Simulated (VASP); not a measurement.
# Si (I4_1/amd) in VASP: notebook

The runs below take Si through single point, with r2SCAN.

Program: VASP 6.6.1. These are calculated values, not measurements. Logs are shortened: lines on timing, memory, paths and dates and some standing lists are left out, and cuts for length are marked.

### Step 1. The cell of the first run

It takes space group I4_1/amd (No. 141, tetragonal). Conventional cell: a = 4.932 Å, b = 4.932 Å, c = 2.552 Å, α = 90.00°, β = 90.00°, γ = 90.00°. Si (site symmetry -4m2) has 10 Si at 2.55 to 3.12 Å within 3.4 Å.

### Step 2. Single point, r2SCAN (strain +0.040 along x and y, -0.040 along z)

POSCAR

```
Si
1.0
   -2.4662271967      2.4662271967      1.2760947743
    2.4662271967     -2.4662271967      1.2760947743
    2.4662271967      2.4662271967     -1.2760947743
Si
2
Direct
    0.2500000000      0.7500000000      0.5000000000
    0.5000000000      0.5000000000      0.0000000000
```

INCAR.step1

```
SYSTEM = Si
ALGO = Normal
EDIFF = 1E-4
ENCUT = 520
GGA = PE
ISMEAR = 0
LASPH = .TRUE.
LCHARG = .FALSE.
LREAL = .FALSE.
LWAVE = .TRUE.
NBANDS = 11
NELM = 60
PREC = Accurate
SIGMA = 0.15
```

INCAR.step2

```
SYSTEM = Si
ALGO = Normal
EDIFF = 1E-6
ENCUT = 520
ISIF = 2
ISMEAR = 0
ISTART = 1
LASPH = .TRUE.
LCHARG = .TRUE.
LELF = .TRUE.
LMIXTAU = .TRUE.
LREAL = .FALSE.
LVHAR = .TRUE.
LWAVE = .FALSE.
METAGGA = R2SCAN
NBANDS = 11
NELM = 60
PREC = Accurate
SIGMA = 0.15
```

KPOINTS

```
k-points
0
G
  20 20 20
  0 0 0
```

Potentials or basis: VASP PAW PBE potentials, release 64 (Si).

Command:

```sh
$ cat potpaw_PBE.64/Si/POTCAR > POTCAR
$ cp INCAR.step1 INCAR
$ mpirun -np 1 vasp_std > vasp.out
$ cp INCAR.step2 INCAR
$ mpirun -np 1 vasp_std > vasp.out
```

OUTCAR:

```text
SYSTEM = Si
   EDIFF = 1E-6
   ENCUT = 520
   ISIF = 2
   ISMEAR = 0
   ISTART = 1
   LASPH = .TRUE.
   LREAL = .FALSE.
   METAGGA = R2SCAN
   NELM = 60
   PREC = Accurate

 ion  position               nearest neighbor table
   1  0.250  0.750  0.500-   2 2.55   2 2.55   2 2.55   2 2.55   2 3.12   2 3.12   2 3.12   2 3.12

   2  0.500  0.500  0.000-   1 2.55   1 2.55   1 2.55   1 2.55   1 3.12   1 3.12   1 3.12   1 3.12

  LATTYP: Found a body centered tetragonal cell.
 ALAT       =     4.9324543934
 C/A-ratio  =     0.5174279061

  Lattice vectors:

 A1 = (  -2.4662271967,   2.4662271967,   1.2760947743)
 A2 = (   2.4662271967,  -2.4662271967,   1.2760947743)
 A3 = (   2.4662271967,   2.4662271967,  -1.2760947743)

Analysis of symmetry for initial positions (statically):
=====================================================================
 Subroutine PRICEL returns:
 Original cell was already a primitive cell.

 Routine SETGRP: Setting up the symmetry group for a
 body centered tetragonal supercell.

 Subroutine GETGRP returns: Found 16 space group operations
 (whereof  8 operations were pure point group operations)
 out of a pool of 16 trial point group operations.

The static configuration has the point symmetry D_2d.
 The point group associated with its full space group is D_4h.

Analysis of symmetry for dynamics (positions and initial velocities):
=====================================================================
 Subroutine PRICEL returns:
 Original cell was already a primitive cell.

 Routine SETGRP: Setting up the symmetry group for a
 body centered tetragonal supercell.

 Subroutine GETGRP returns: Found 16 space group operations
 (whereof  8 operations were pure point group operations)
 out of a pool of 16 trial point group operations.

The dynamic configuration has the point symmetry D_2d.
 The point group associated with its full space group is D_4h.

 Subroutine INISYM returns: Found 16 space group operations
 (whereof  8 operations are pure point group operations),
 and found     1 'primitive' translations

----------------------------------------------------------------------------------------

                                     Primitive cell

  volume of cell :      31.0462

  direct lattice vectors                    reciprocal lattice vectors
    -2.466227197  2.466227197  1.276094774     0.000000000  0.202738823  0.391820428
     2.466227197 -2.466227197  1.276094774     0.202738823  0.000000000  0.391820428
     2.466227197  2.466227197 -1.276094774     0.202738823  0.202738823  0.000000000

  length of vectors
     3.713888938  3.713888938  3.713888938     0.441164683  0.441164683  0.286715994

  position of ions in fractional coordinates (direct lattice)
     0.250000000  0.750000000  0.500000000
     0.500000000  0.500000000  0.000000000

  ion indices of the primitive-cell ions
   primitive index   ion index
                 1           1
                 2           2

----------------------------------------------------------------------------------------

 KPOINTS: k-points

Automatic generation of k-mesh.
 Grid dimensions read from file:
 generate k-points for:   20   20   20

 Generating k-lattice:

  Cartesian coordinates                     Fractional coordinates (reciprocal lattice)
     0.000000000  0.010136941  0.019591021     0.050000000  0.000000000  0.000000000
     0.010136941  0.000000000  0.019591021     0.000000000  0.050000000  0.000000000
     0.010136941  0.010136941  0.000000000     0.000000000  0.000000000  0.050000000

  Length of vectors
     0.022058234  0.022058234  0.014335800

  Shift w.r.t. Gamma in fractional coordinates (k-lattice)
     0.000000000  0.000000000  0.000000000

 Subroutine IBZKPT returns following result:
 ===========================================

 Found    641 irreducible k-points:

 Following reciprocal coordinates:
            Coordinates               Weight
  0.000000  0.000000  0.000000      1.000000
  0.050000  0.000000  0.000000      8.000000
  0.100000  0.000000  0.000000      8.000000
  0.150000  0.000000  0.000000      8.000000
  0.200000  0.000000  0.000000      8.000000
  0.250000 -0.000000  0.000000      8.000000
[... 16 lines left out ...]
 -0.400000  0.050000 -0.000000     16.000000
 -0.350000  0.050000 -0.000000     16.000000
 [... further k-points ...]
   k-points           NKPTS =    641   k-points in BZ     NKDIM =    641   number of bands    NBANDS=     11
   number of dos      NEDOS =    301   number of ions     NIONS =      2
   total plane-waves  NPLWV =  21952
   dimension x,y,z NGX =    28 NGY =   28 NGZ =   28
   dimension x,y,z NGXF=    56 NGYF=   56 NGZF=   56
   ions per type =               2
   NGX,Y,Z   is equivalent  to a cutoff of  12.53, 12.53, 12.53 a.u.
   NGXF,Y,Z  is equivalent  to a cutoff of  25.07, 25.07, 25.07 a.u.
 SYSTEM =  Si
   PREC   = accura    normal or accurate (medium, high low for compatibility)
   ISTART =      1    job   : 0-new  1-cont  2-samecut
   ICHARG =      0    charge: 1-file 2-atom 10-const
   ISPIN  =      1    spin polarized calculation?
   LNONCOLLINEAR =      F non collinear calculations
   LSORBIT =      F    spin-orbit coupling
   LASPH  =      T    aspherical Exc in radial PAW
   ENCUT  =  520.0 eV  38.22 Ry    6.18 a.u.   6.91  6.91  6.91*2*pi/ulx,y,z
   NELM   =     60;   NELMIN=  2; NELMDL=  0     # of ELM steps
   EDIFF  = 0.1E-05   stopping-criterion for ELM
   LREAL  =      F    real-space projection
   EDIFFG = 0.1E-04   stopping-criterion for IOM
   NSW    =      0    number of steps for IOM
   IBRION =     -1    ionic relax: 0-MD 1-quasi-New 2-CG
   NFREE  =      0    steps in history (QN), initial steepest desc. (CG)
   ISIF   =      2    stress and relaxation
   ISYM   =      2    0-nonsym 1-usesym 2-fastsym
   POTIM  = 0.5000    time-step for ionic-motion
   TEBEG  =    0.0;   TEEND  =   0.0 temperature during run
   PSTRESS=    0.0 pullay stress
   NELECT =       8.0000    total number of electrons
   NUPDOWN=      -1.0000    fix difference up-down
   EMIN   =  10.00;   EMAX   =-10.00  energy-range for DOS
   EFERMI =   0.00;   METHOD = LEGACY
   ISMEAR =     0;   SIGMA  =   0.15  broadening in eV -4-tet -1-fermi 0-gaus
   EFERMI_NEDOS =   21; number of points for ismear=-14 and -15
   IALGO  =     38    algorithm
   IMIX   =      4    mixing-type and parameters
     AMIX     =   0.40;   BMIX     =  1.00
     AMIX_MAG =   1.60;   BMIX_MAG =  1.00
  volume/ion in A,a.u.               =      15.52       104.76
  Fermi-wavevector in a.u.,A,eV,Ry     =   1.041762  1.968645 14.765965  1.085268
  Thomas-Fermi vector in A             =   2.176397
   LORBIT       =      0    0 simple, 1 ext, 2 COOP (PROOUT), +10 PAW based schemes
   METAGGA = R2SCAN    functional components
   LHFCALC =     F    Hartree Fock is set to
   AEXX    =    0.0000 exact exchange contribution
   IVDW    =     0    specifies the selected vdW correction
   LEPSILON=     F    determine dielectric tensor
   LRPA    =     F    only Hartree local field effects (RPA)
 non-spin polarized calculation
 Gauss-broadening in eV      SIGMA  =   0.15
  energy-cutoff  :      520.00
  volume of cell :       31.05
 maximum number of plane-waves:       848
   NGX = 13   NGY = 13   NGZ = 13

 number of electron       8.0000000 magnetization

 Free energy of the ion-electron system (eV)
  ---------------------------------------------------
  ext. energy  EPLUGINS =         0.00000000
  ---------------------------------------------------
  free energy    TOTEN  =       -16.65400127 eV

  energy without entropy =      -16.64634470  energy(sigma->0) =      -16.65017299

 E-fermi :   8.9023     XC(G=0): -11.4078

 val. band max:        8.9019572619   @ k =   0.5000   0.1000   0.0000
 cond. band min:       8.9068490200   @ k =  -0.3500   0.4500   0.0500
 fundamental gap:      0.0048917581
 Fermi energy:         8.9023390734

 k-point     1 :       0.0000    0.0000    0.0000
  band No.  band energies     occupation
      1      -5.4152      2.00000
      2       5.8612      2.00000
      3       5.8808      2.00000
      4       5.8808      2.00000
      5      10.7131      0.00000
      6      16.8914      0.00000
      7      17.5111      0.00000
      8      17.5111      0.00000
      9      19.3002      0.00000
     10      20.1527      0.00000
     11      20.8767      0.00000

 k-point     2 :       0.0500    0.0000    0.0000
  band No.  band energies     occupation
      1      -5.3409      2.00000
      2       5.3502      2.00000
      3       5.8706      2.00000
      4       6.5222      2.00000
      5      10.8624      0.00000
      6      16.3267      0.00000
      7      17.5288      0.00000
      8      17.7709      0.00000
      9      18.3340      0.00000
     10      20.0537      0.00000
     11      21.1400      0.00000

 k-point     3 :       0.1000    0.0000    0.0000
  band No.  band energies     occupation
      1      -5.1180      2.00000
      2       4.9645      2.00000
      3       5.8541      2.00000
      4       7.2945      2.00000
      5      11.2943      0.00000
      6      15.4471      0.00000
      7      16.5401      0.00000
      8      17.5362      0.00000
      9      17.8446      0.00000
     10      19.1495      0.00000
     11      21.5076      0.00000

 k-point     4 :       0.1500    0.0000    0.0000
  band No.  band energies     occupation
      1      -4.7472      2.00000
      2       4.7161      2.00000
      3       5.8627      2.00000
      4       8.1663      2.00000
      5      11.9699      0.00000
      6      14.4404      0.00000
      7      14.8027      0.00000
      8      16.7316      0.00000
      9      17.3174      0.00000
     10      18.8136      0.00000
     11      20.1938      0.00000

 k-point     5 :       0.2000    0.0000    0.0000
  band No.  band energies     occupation
      1      -4.2294      2.00000
      2       4.6057      2.00000
      3       5.9278      2.00000
      4       9.0602      0.13679
      5      12.8316      0.00000
      6      12.9165      0.00000
      7      13.4324      0.00000
      8      15.7032      0.00000
      9      16.5268      0.00000
     10      18.1170      0.00000
     11      19.7426      0.00000
[... 211 lines left out ...]
 k-point    21 :       0.5000    0.0500    0.0000
  band No.  band energies     occupation
      1       0.7800      2.00000
      2       3.0804      2.00000
      3       5.6701      2.00000
      4       7.2080      2.00000
      5       8.1738      2.00000
      6      10.9741      0.00000
      7      13.1022      0.00000
      8      15.1738      0.00000
      9      17.5662      0.00000
     10      20.4621      0.00000
     11      20.7546      0.00000

 k-point    22 :      -0.4500    0.0500   -0.0000
  band No.  band energies     occupation
      1      -0.4550      2.00000
      2       4.5369      2.00000
      3       5.1881      2.00000
      4       6.9117      2.00000
      5       8.8855      1.12617
      6      11.7398      0.00000
      7      13.1473      0.00000
      8      15.0222      0.00000
      9      16.7506      0.00000
     10      19.3371      0.00000
     11      21.6716      0.00000

 k-point    23 :      -0.4000    0.0500   -0.0000
  band No.  band energies     occupation
      1      -1.5680      2.00000
      2       4.5527      2.00000
      3       6.3351      2.00000
      4       6.5588      2.00000
      5       9.8203      0.00000
      6      12.6827      0.00000
      7      13.3098      0.00000
      8      14.1825      0.00000
      9      16.7065      0.00000
     10      17.8371      0.00000
     11      21.0849      0.00000

 k-point    24 :      -0.3500    0.0500   -0.0000
  band No.  band energies     occupation
      1      -2.5452      2.00000
      2       4.2329      2.00000
      3       6.1797      2.00000
      4       8.0788      2.00000
      5      10.8270      0.00000
      6      12.7932      0.00000
      7      13.5528      0.00000
      8      14.1156      0.00000
      9      16.4330      0.00000
     10      17.2311      0.00000
     11      20.3808      0.00000

 [... further k-points ...]

------------------------ aborting loop because EDIFF is reached ----------------------------------------

  FORCE on cell =-STRESS in cart. coord.  units (eV):
  Direction    XX          YY          ZZ          XY          YZ          ZX
  --------------------------------------------------------------------------------------
  -------------------------------------------------------------------------------------
  Total       -0.8418125     -0.8418125      0.4604191      0.0000000      0.0000000      0.0000000
  in kB      -43.4427038    -43.4427038     23.7604596      0.0000000      0.0000000      0.0000000
  external PRESSURE =     -21.0416494 kB  Pullay stress =       0.0000000 kB

 VOLUME and BASIS-vectors are now :
 -----------------------------------------------------------------------------
  energy-cutoff  :      520.00
  volume of cell :       31.05
      direct lattice vectors                 reciprocal lattice vectors
    -2.466227197  2.466227197  1.276094774     0.000000000  0.202738823  0.391820428
     2.466227197 -2.466227197  1.276094774     0.202738823  0.000000000  0.391820428
     2.466227197  2.466227197 -1.276094774     0.202738823  0.202738823  0.000000000

 POSITION                                       TOTAL-FORCE (eV/Angst)
 -----------------------------------------------------------------------------------
      2.46623      0.00000      0.63805         0.000000     -0.000000      0.000000
      0.00000      0.00000      1.27609        -0.000000      0.000000     -0.000000
 -----------------------------------------------------------------------------------
    total drift:                                0.000000      0.000000      0.000000

  FREE ENERGIE OF THE ION-ELECTRON SYSTEM (eV)
  ---------------------------------------------------
  free  energy   TOTEN  =       -16.6540012706 eV

  energy  without entropy=      -16.6463447035  energy(sigma->0) =      -16.65017299
```

Wall time 12 min (1 thread of Intel Xeon Platinum 8259CL at 2.50GHz (Skylake/Cascade Lake), shared host); peak memory 0.29 GiB.

Results:

| Quantity | Value |
| --- | --- |
| Free energy | -16.6540 eV |
| Pressure | -2.1 GPa |
| Band gap on the k mesh | zero (bands 4 and 5 overlap by 5.96 eV) |

Caveat: the cell differs from its parent crystal (strain +0.040 along x and y, -0.040 along z); the PAW data sets were made with another functional, which shifts forces and pressure a little.

### Step 3. Single point, r2SCAN (strain +0.000 along x and y, +0.040 along z)

POSCAR

```
Si
1.0
   -2.3713723045      2.3713723045      1.3824360055
    2.3713723045     -2.3713723045      1.3824360055
    2.3713723045      2.3713723045     -1.3824360055
Si
2
Direct
    0.2500000000      0.7500000000      0.5000000000
    0.5000000000      0.5000000000      0.0000000000
```

INCAR.step1

```
  ALGO = Normal
  EDIFF = 1E-4
  ENCUT = 520
  GGA = PE
  ISMEAR = 0
  LASPH = True
  LCHARG = False
  LREAL = False
  LWAVE = True
  NBANDS = 11
  NELM = 100
  PREC = Accurate
  SIGMA = 0.15
```

INCAR.step2

```
  ALGO = Normal
  EDIFF = 1E-7
  ENCUT = 520
  ISIF = 2
  ISMEAR = 0
  ISTART = 1
  LASPH = True
  LCHARG = False
  LMIXTAU = True
  LREAL = False
  LWAVE = False
  METAGGA = R2SCAN
  NBANDS = 11
  NELM = 100
  PREC = Accurate
  SIGMA = 0.15
```

KPOINTS

```
k-points
0
Gamma
  20 20 20
```

Potentials or basis: VASP PAW PBE potentials, release 64 (Si).

Command:

```sh
$ cat potpaw_PBE.64/Si/POTCAR > POTCAR
$ cp INCAR.step1 INCAR
$ mpirun -np 1 vasp_std > vasp.out
$ cp INCAR.step2 INCAR
$ mpirun -np 1 vasp_std > vasp.out
```

It took 17 min on 1 thread of Intel Xeon Platinum 8259CL at 2.50GHz (Skylake/Cascade Lake), shared host; peak memory 0.3 GiB.

It converged, with:

| Item | Value |
| --- | --- |
| Free energy | -16.6708 eV |
| Pressure | -1.3 GPa |
| Band gap on the k mesh | zero (bands 4 and 5 overlap by 7.26 eV) |

Stress tensor (GPa, compression positive):
```
-0.15  0.00  0.00
 0.00 -0.15  0.00
 0.00  0.00 -3.55
```

Levels at points of the mesh, in eV from the Fermi level:
| k point | band 1 | band 2 | band 3 | band 4 | band 5 | band 6 | band 7 | band 8 | band 9 |
| --- | --- | --- | --- | --- | --- | --- | --- | --- | --- |
| (0.00, 0.00, 0.00) | -14.33 | -2.39 | -2.39 | -1.25 | 2.14 | 7.32 | 8.55 | 9.46 | 9.46 |
| (0.50, 0.00, 0.00) | -8.35 | -7.22 | -2.15 | -2.11 | -1.58 | 1.29 | 4.84 | 5.87 | 10.03 |
| (0.50, 0.50, 0.00) | -10.99 | -10.99 | 0.58 | 0.58 | 3.42 | 3.42 | 7.64 | 7.64 | 9.07 |
| (0.50, 0.50, 0.50) | -8.35 | -8.35 | -6.93 | -6.93 | 4.84 | 4.84 | 14.00 | 14.00 | 14.82 |

Caveat: the cell differs from its parent crystal (strain +0.000 along x and y, +0.040 along z); the PAW data sets were made with another functional, which shifts forces and pressure a little.

### Step 4. Single point, r2SCAN (strain -0.040 along x and y, +0.000 along z)

POSCAR

```
Si
1.0
   -2.2765174123      2.2765174123      1.3292653899
    2.2765174123     -2.2765174123      1.3292653899
    2.2765174123      2.2765174123     -1.3292653899
Si
2
Direct
    0.2500000000      0.7500000000      0.5000000000
    0.5000000000      0.5000000000      0.0000000000
```

INCAR.step1

```
SYSTEM = Si
PREC = Accurate
ENCUT = 520
ISMEAR = 0
SIGMA = 0.15
LREAL = .False.
LASPH = .True.
NELM = 80
NBANDS = 11
GGA = PE
ALGO = Normal
EDIFF = 1E-4
LWAVE = .True.
LCHARG = .False.
```

INCAR.step2

```
SYSTEM = Si
PREC = Accurate
ENCUT = 520
EDIFF = 1E-6
ISMEAR = 0
SIGMA = 0.15
LREAL = .False.
LASPH = .True.
NELM = 80
ALGO = Normal
ISIF = 2
LWAVE = .False.
LCHARG = .True.
METAGGA = R2SCAN
LMIXTAU = .True.
LELF = .True.
LVHAR = .True.
NBANDS = 11
ISTART = 1
```

KPOINTS

```
Automatic mesh
0
Gamma
  20 20 20
  0 0 0
```

Command:

```sh
$ cat potpaw_PBE.64/Si/POTCAR > POTCAR
$ cp INCAR.step1 INCAR
$ mpirun -np 1 vasp_std > vasp.out
$ cp INCAR.step2 INCAR
$ mpirun -np 1 vasp_std > vasp.out
```

It took 14 min on 1 thread of Intel Xeon 8259CL, shared host; peak memory 0.28 GiB.

The run converged. Its results:

* Free energy: -16.5313 eV
* Pressure: 15.5 GPa
* Band gap on the k mesh: zero (bands 4 and 5 overlap by 8.04 eV)

Stress tensor (GPa, compression positive):
```
18.72  0.00  0.00
 0.00 18.72  0.00
 0.00  0.00  9.12
```

Levels at points of the mesh, in eV from the Fermi level:
| k point | band 2 | band 3 | band 4 | band 5 | band 6 | band 7 |
| --- | --- | --- | --- | --- | --- | --- |
| (0.00, 0.00, 0.00) | -2.62 | -2.62 | -0.70 | 1.57 | 7.88 | 9.67 |
| (0.50, 0.00, 0.00) | -7.99 | -2.41 | -2.32 | -1.34 | 0.80 | 5.47 |
| (0.50, 0.50, 0.00) | -11.85 | 0.58 | 0.58 | 3.72 | 3.72 | 8.41 |
| (0.50, 0.50, 0.50) | -8.72 | -7.79 | -7.79 | 5.10 | 5.10 | 15.80 |

Caveat: the cell differs from its parent crystal (strain -0.040 along x and y, +0.000 along z); the cell stands under pressure; the PAW data sets were made with another functional, which shifts forces and pressure a little.

### Step 5. Overview

```tsv
cell	gap on the mesh (eV)	pressure (GPa)
a = 3.714 Å, angles 96.8, 96.8, 139.8°, 2 atoms	none	-2.1
a = 3.627 Å, angles 98.4, 98.4, 135.2°, 2 atoms	none	-1.3
a = 3.483 Å, angles 98.4, 98.4, 135.1°, 2 atoms	none	15.5
```

Alike in all rows: task single point; level r2SCAN; potentials or basis VASP PAW PBE potentials, release 64 (Si); no spin polarisation; k mesh 20 × 20 × 20; cutoff (eV) 520; smearing gaussian 0.15 eV.

Caveats: the PAW data sets were made with another functional, which shifts forces and pressure a little; the cell stands under pressure (at least some runs).

Total energies depend on the potentials used, so only differences within one code and one set of settings carry meaning.
